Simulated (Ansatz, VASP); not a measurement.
## InSb5 in VASP and in Ansatz

```xyz
6
Lattice="6.1474 0.0000 0.0000 -3.0737 5.3238 0.0000 0.0000 0.0000 9.4245" Properties=species:S:1:pos:R:3 pbc="T T T"
In    0.0000    0.0000    0.0000
Sb    3.0737    0.0000    4.7123
Sb   -1.5368    2.6619    4.7123
Sb    1.5368    2.6619    4.7123
Sb    0.0000    0.0000    6.2153
Sb    0.0000    0.0000    3.2092
```

Alike in both runs: task relaxation of cell and atoms; functional PBE; k mesh 6 × 6 × 4; occupations gaussian, width 0.1 eV; no spin polarisation.

|  | VASP | Ansatz |
| --- | --- | --- |
| version | VASP 6.6.1 | Ansatz 0.2.0 |
| potentials or method | VASP PAW PBE potentials, release 64 (In_d, Sb), cutoff 600 eV | scalar-relativistic, plane waves, PAW |
| valence electrons in the cell | 38 | 88 |

Ansatz gave:

```
gap on the k mesh at the Fermi level, each at its own relaxed structure (eV) : none
relaxed volume (Å³/atom)                                                     : 50.64
relaxed cell length with the largest relative difference (Å)                 : 6.193
```

Q: What did VASP give for the same quantities?

A: gap on the k mesh at the Fermi level, each at its own relaxed structure (eV): none; relaxed volume (Å³/atom): 50.53; relaxed cell length with the largest relative difference (Å): 6.185.

A gap of «none» marks a metal or a gap that the smearing closes. VASP's potentials hold 38 valence electrons a cell and Ansatz's 88, so a difference there can come from the potentials and not from the codes. Ansatz's warnings: xc potential rough in thin density.

Spin-orbit coupling is off throughout.
